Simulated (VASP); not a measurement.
# Cu (C2/m) in VASP: further runs

The runs below take Cu through single point, with PBE+D3(BJ).

Everything below comes from runs of VASP 6.6.1. Logs are shortened: lines on timing, memory, paths and dates and some standing lists are left out, and cuts for length are marked.

### 1 The cell of the first run

The typed cell holds 1 atom: a = 2.465 Å, b = 2.465 Å, c = 2.529 Å, α = 60.86°, β = 119.14°, γ = 119.97°.

### 2 Single point, PBE+D3(BJ)

INCAR

```
  ALGO = Fast
  EDIFF = 1E-6
  ENCUT = 520
  GGA = PE
  ISIF = 2
  ISMEAR = 0
  IVDW = 12
  LASPH = T
  LCHARG = F
  LREAL = F
  LWAVE = F
  NBANDS = 12
  NELM = 60
  PREC = Accurate
  SIGMA = 0.1
```

KPOINTS

```
k-points
0
Gamma
  15 15 16
```

POSCAR

```
Cu
1.0
    2.4646534783      0.0000000147      0.0003543312
   -1.2313541587      2.1350137480     -0.0003543312
   -1.2316988814      0.7114958315      2.0911549776
Cu
1
Direct
    0.0000000000      0.0000000000      0.0000000000
```

Potentials or basis: VASP PAW PBE potentials, release 64 (Cu).

Started as:

```console
> cat potpaw_PBE.64/Cu/POTCAR > POTCAR
> mpirun -np 1 vasp_std > vasp.out
```

OUTCAR:

```text
EDIFF = 1E-6
   ENCUT = 520
   GGA = PE
   ISIF = 2
   ISMEAR = 0
   IVDW = 12
   LASPH = T
   LREAL = F
   NELM = 60
   PREC = Accurate
 IVDW          = 12

 ion  position               nearest neighbor table
   1  0.000  0.000  0.000-

  LATTYP: Found a base centered monoclinic cell.
 ALAT       =     4.2683435424
 B/A-ratio  =     0.5776540373
 C/A-ratio  =     0.5925198810
 COS(beta)  =    -0.5622930711

  Lattice vectors:

 A1 = (   1.2313541587,  -2.1350137480,   0.0003543312)
 A2 = (   2.4646534783,   0.0000000147,   0.0003543312)
 A3 = (  -1.2316988814,   0.7114958315,   2.0911549776)

Analysis of symmetry for initial positions (statically):
=====================================================================
 Subroutine PRICEL returns:
 Original cell was already a primitive cell.

 Routine SETGRP: Setting up the symmetry group for a
 base centered monoclinic supercell.

 Subroutine GETGRP returns: Found  4 space group operations
 (whereof  4 operations were pure point group operations)
 out of a pool of  4 trial point group operations.

The static configuration has the point symmetry C_2h.

Analysis of symmetry for dynamics (positions and initial velocities):
=====================================================================
 Subroutine PRICEL returns:
 Original cell was already a primitive cell.

 Routine SETGRP: Setting up the symmetry group for a
 base centered monoclinic supercell.

 Subroutine GETGRP returns: Found  4 space group operations
 (whereof  4 operations were pure point group operations)
 out of a pool of  4 trial point group operations.

The dynamic configuration has the point symmetry C_2h.

 Subroutine INISYM returns: Found  4 space group operations
 (whereof  4 operations are pure point group operations),
 and found     1 'primitive' translations

----------------------------------------------------------------------------------------

                                     Primitive cell

  volume of cell :      11.0050

  direct lattice vectors                    reciprocal lattice vectors
     2.464653478  0.000000015  0.000354331     0.405713641  0.234018933  0.159344260
    -1.231354159  2.135013748 -0.000354331     0.000022905  0.468367824 -0.159344260
    -1.231698881  0.711495831  2.091154978    -0.000068741  0.000039709  0.478150634

  length of vectors
     2.464653504  2.464653504  2.529078408     0.494731253  0.494731253  0.478150641

  position of ions in fractional coordinates (direct lattice)
     0.000000000  0.000000000  0.000000000

  ion indices of the primitive-cell ions
   primitive index   ion index
                 1           1

----------------------------------------------------------------------------------------

 KPOINTS: k-points

Automatic generation of k-mesh.
 Grid dimensions read from file:
 generate k-points for:   15   15   16

 Generating k-lattice:

  Cartesian coordinates                     Fractional coordinates (reciprocal lattice)
     0.027047576  0.015601262  0.010622951     0.066666667 -0.000000000 -0.000000000
     0.000001527  0.031224522 -0.010622951    -0.000000000  0.066666667  0.000000000
    -0.000004296  0.000002482  0.029884415     0.000000000  0.000000000  0.062500000

  Length of vectors
     0.032982084  0.032982084  0.029884415

  Shift w.r.t. Gamma in fractional coordinates (k-lattice)
     0.000000000  0.000000000  0.000000000

 Subroutine IBZKPT returns following result:
 ===========================================

 Found    968 irreducible k-points:

 Following reciprocal coordinates:
            Coordinates               Weight
  0.000000  0.000000  0.000000      1.000000
  0.066667 -0.000000  0.000000      4.000000
  0.133333 -0.000000 -0.000000      4.000000
  0.200000 -0.000000  0.000000      4.000000
  0.266667 -0.000000 -0.000000      4.000000
  0.333333 -0.000000  0.000000      4.000000
[... 16 lines left out ...]
  0.133333  0.133333  0.000000      2.000000
  0.200000  0.133333  0.000000      4.000000
 [... further k-points ...]
   k-points           NKPTS =    968   k-points in BZ     NKDIM =    968   number of bands    NBANDS=     12
   number of dos      NEDOS =    301   number of ions     NIONS =      1
   total plane-waves  NPLWV =   6480
   dimension x,y,z NGX =    18 NGY =   18 NGZ =   20
   dimension x,y,z NGXF=    36 NGYF=   36 NGZF=   40
   ions per type =               1
   NGX,Y,Z   is equivalent  to a cutoff of  12.14, 12.14, 13.15 a.u.
   NGXF,Y,Z  is equivalent  to a cutoff of  24.28, 24.28, 26.29 a.u.
 SYSTEM =  unknown system
   PREC   = accura    normal or accurate (medium, high low for compatibility)
   ISTART =      0    job   : 0-new  1-cont  2-samecut
   ICHARG =      2    charge: 1-file 2-atom 10-const
   ISPIN  =      1    spin polarized calculation?
   LNONCOLLINEAR =      F non collinear calculations
   LSORBIT =      F    spin-orbit coupling
   LASPH  =      T    aspherical Exc in radial PAW
   ENCUT  =  520.0 eV  38.22 Ry    6.18 a.u.   4.58  4.58  4.70*2*pi/ulx,y,z
   NELM   =     60;   NELMIN=  2; NELMDL= -5     # of ELM steps
   EDIFF  = 0.1E-05   stopping-criterion for ELM
   LREAL  =      F    real-space projection
   EDIFFG = 0.1E-04   stopping-criterion for IOM
   NSW    =      0    number of steps for IOM
   IBRION =     -1    ionic relax: 0-MD 1-quasi-New 2-CG
   NFREE  =      0    steps in history (QN), initial steepest desc. (CG)
   ISIF   =      2    stress and relaxation
   ISYM   =      2    0-nonsym 1-usesym 2-fastsym
   POTIM  = 0.5000    time-step for ionic-motion
   TEBEG  =    0.0;   TEEND  =   0.0 temperature during run
   PSTRESS=    0.0 pullay stress
   NELECT =      11.0000    total number of electrons
   NUPDOWN=      -1.0000    fix difference up-down
   EMIN   =  10.00;   EMAX   =-10.00  energy-range for DOS
   EFERMI =   0.00;   METHOD = LEGACY
   ISMEAR =     0;   SIGMA  =   0.10  broadening in eV -4-tet -1-fermi 0-gaus
   EFERMI_NEDOS =   21; number of points for ismear=-14 and -15
   IALGO  =     68    algorithm
   IMIX   =      4    mixing-type and parameters
     AMIX     =   0.40;   BMIX     =  1.00
     AMIX_MAG =   1.60;   BMIX_MAG =  1.00
  volume/ion in A,a.u.               =      11.01        74.27
  Fermi-wavevector in a.u.,A,eV,Ry     =   1.636848  3.093195 36.453718  2.679273
  Thomas-Fermi vector in A             =   2.728086
   LORBIT       =      0    0 simple, 1 ext, 2 COOP (PROOUT), +10 PAW based schemes
   GGA     = PE    functional components
   LHFCALC =     F    Hartree Fock is set to
   AEXX    =    0.0000 exact exchange contribution
   IVDW    =    12    specifies the selected vdW correction
   LEPSILON=     F    determine dielectric tensor
   LRPA    =     F    only Hartree local field effects (RPA)
 non-spin polarized calculation
 RMM-DIIS sequential band-by-band and
 Gauss-broadening in eV      SIGMA  =   0.10
  energy-cutoff  :      520.00
  volume of cell :       11.01
 maximum number of plane-waves:       307
   NGX =  9   NGY =  9   NGZ =  9

 number of electron      10.9999998 magnetization

 Free energy of the ion-electron system (eV)
  ---------------------------------------------------
  ext. energy  EPLUGINS =         0.00000000
  ---------------------------------------------------
  free energy    TOTEN  =        -3.67907473 eV

  energy without entropy =       -3.67767046  energy(sigma->0) =       -3.67837260

 E-fermi :   8.5290     XC(G=0): -13.1401

 val. band max:        8.5090082351   @ k =   0.0667  -0.4667   0.0625
 cond. band min:       8.5386833778   @ k =   0.0667  -0.4000   0.1250
 fundamental gap:      0.0296751427
 Fermi energy:         8.5290374360

 k-point     1 :       0.0000    0.0000    0.0000
  band No.  band energies     occupation
      1      -1.4077      2.00000
      2       5.0948      2.00000
      3       5.2976      2.00000
      4       5.3013      2.00000
      5       6.1689      2.00000
      6       6.1696      2.00000
      7      31.3185      0.00000
      8      33.9196      0.00000
      9      35.5094      0.00000
     10      35.5354      0.00000
     11      36.2368      0.00000
     12      37.9805      0.00000

 k-point     2 :       0.0667   -0.0000    0.0000
  band No.  band energies     occupation
      1      -1.2342      2.00000
      2       5.1232      2.00000
      3       5.2631      2.00000
      4       5.3425      2.00000
      5       6.1517      2.00000
      6       6.1522      2.00000
      7      30.8598      0.00000
      8      32.6165      0.00000
      9      34.0549      0.00000
     10      34.9524      0.00000
     11      36.9708      0.00000
     12      38.7909      0.00000

 k-point     3 :       0.1333   -0.0000   -0.0000
  band No.  band energies     occupation
      1      -0.7230      2.00000
      2       5.1216      2.00000
      3       5.2404      2.00000
      4       5.4484      2.00000
      5       6.1191      2.00000
      6       6.1196      2.00000
      7      28.0616      0.00000
      8      31.5782      0.00000
      9      33.3040      0.00000
     10      34.0347      0.00000
     11      38.0421      0.00000
     12      39.6423      0.00000
[... 286 lines left out ...]
 k-point    23 :       0.1333    0.1333    0.0000
  band No.  band energies     occupation
      1       0.3767      2.00000
      2       4.9048      2.00000
      3       5.4089      2.00000
      4       5.5927      2.00000
      5       5.8697      2.00000
      6       6.3796      2.00000
      7      25.7418      0.00000
      8      26.5469      0.00000
      9      34.1573      0.00000
     10      35.1839      0.00000
     11      36.6142      0.00000
     12      37.7861      0.00000

 k-point    24 :       0.2000    0.1333    0.0000
  band No.  band energies     occupation
      1       1.3222      2.00000
      2       4.7883      2.00000
      3       5.4028      2.00000
      4       5.6086      2.00000
      5       5.8768      2.00000
      6       6.6798      2.00000
      7      22.5606      0.00000
      8      25.5713      0.00000
      9      33.3813      0.00000
     10      34.7010      0.00000
     11      35.5777      0.00000
     12      37.2301      0.00000

 [... further k-points ...]

------------------------ aborting loop because EDIFF is reached ----------------------------------------

 Edisp (eV)   -0.62738

 E8    (eV) :    -0.2692

  FORCE on cell =-STRESS in cart. coord.  units (eV):
  Direction    XX          YY          ZZ          XY          YZ          ZX
  --------------------------------------------------------------------------------------
  -------------------------------------------------------------------------------------
  Total       0.59723     0.59270     0.06865    -0.00393    -0.00003     0.00005
  in kB      86.94830    86.28829     9.99512    -0.57219    -0.00402     0.00696
  external pressure =       61.08 kB  Pullay stress =        0.00 kB

 VOLUME and BASIS-vectors are now :
 -----------------------------------------------------------------------------
  energy-cutoff  :      520.00
  volume of cell :       11.01
      direct lattice vectors                 reciprocal lattice vectors
     2.464653478  0.000000015  0.000354331     0.405713641  0.234018933  0.159344260
    -1.231354159  2.135013748 -0.000354331     0.000022905  0.468367824 -0.159344260
    -1.231698881  0.711495831  2.091154978    -0.000068741  0.000039709  0.478150634

 POSITION                                       TOTAL-FORCE (eV/Angst)
 -----------------------------------------------------------------------------------
      0.00000      0.00000      0.00000         0.000000     -0.000000      0.000000
 -----------------------------------------------------------------------------------
    total drift:                               -0.000000      0.000000      0.000000

  FREE ENERGIE OF THE ION-ELECTRON SYSTEM (eV)
  ---------------------------------------------------
  free  energy   TOTEN  =        -4.3064566565 eV

  energy  without entropy=       -4.3050523944  energy(sigma->0) =       -4.30575453
```

It took 64 s on 1 thread of Intel Xeon Platinum 8559C (Emerald Rapids), shared host; peak memory 0.24 GiB.

What came out:

```yaml
Free_energy: -4.3065 eV
Pressure: 6.1 GPa
Dispersion_energy_per_atom: -0.627 eV
```

Levels at points of the mesh, in eV from the Fermi level:
```
           k point  band 3  band 4  band 5  band 6  band 7  band 8  band 9  band 10
(0.00, 0.00, 0.00)   -3.23   -3.23   -2.36   -2.36   22.79   25.39   26.98    27.01
(0.00, 0.00, 0.50)   -3.31   -1.77   -1.77   -1.60    3.55   22.15   24.03    24.04
```

Caveat: pairwise dispersion overbinds metals, which lowers pressure and volume.

[end of part 1 of 2]
